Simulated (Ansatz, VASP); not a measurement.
One calculation of Au, two programs

INCAR

```
SYSTEM = Au
PREC = Accurate ; ENCUT = 520
EDIFF = 1E-7 ; ISMEAR = 0
SIGMA = 0.15 ; LREAL = .False.
LASPH = .True. ; NELM = 60
ALGO = Fast ; ISIF = 2
LWAVE = .False. ; LCHARG = .True.
GGA = PS ; LELF = .True.
LVHAR = .True. ; NBANDS = 12
```

KPOINTS

```
Automatic mesh
0
Gamma
  20 20 20
  0 0 0
```

Contents of POSCAR:

```
Au
1.0
   -1.7069870700      1.7069870700      1.6821280350
    1.7069870700     -1.7069870700      1.6821280350
    1.7069870700      1.7069870700     -1.6821280350
Au
1
Direct
    0.0000000000      0.0000000000      0.0000000000
```

Input for Ansatz:

```yaml
crystal:
  lattice:
    - [-1.70698707, 1.70698707, 1.682128035]
    - [1.70698707, -1.70698707, 1.682128035]
    - [1.70698707, 1.70698707, -1.682128035]
  atoms:
    - { symbol: Au, position: [0.0, 0.0, 0.0] }
basis:
  ecutwfc: 420
kpoints:
  mp_grid: { grid: [20, 20, 20] }
hamiltonian:
  xc: pbesol
scf:
  occupations: { method: gaussian, width: 0.15 }
output:
  forces: true
  stress: true
  eigenvalues: true
```

Change from the starting cell: strain +0.030 along x and y, +0.015 along z, atoms carried along.

Alike in both runs: task single point; functional PBEsol; k mesh 20 × 20 × 20; occupations gaussian, width 0.15 eV; no spin polarisation.

|  | VASP | Ansatz |
| --- | --- | --- |
| version | VASP 6.6.1 | Ansatz 0.2.0 |
| potentials or method | VASP PAW PBE potentials, release 64 (Au), cutoff 520 eV | scalar-relativistic, plane waves, PAW |
| valence electrons in the cell | 11 | 19 |

|  | VASP | Ansatz | Ansatz less VASP |
| --- | --- | --- | --- |
| gap on the k mesh at the Fermi level (eV) | none | none | - |
| pressure (GPa) | -16.1 | -16.0 | +0.11 |
| traceless stress, the component that is largest in VASP (GPa) | -0.07 | -0.07 | +0.002 |

VASP's potentials were made for PBE, not for PBEsol. A gap of «none» marks a metal or a gap that the smearing closes. VASP's potentials hold 11 valence electrons a cell and Ansatz's 19, so a difference there can come from the potentials and not from the codes.

Neither program's run includes spin-orbit coupling.
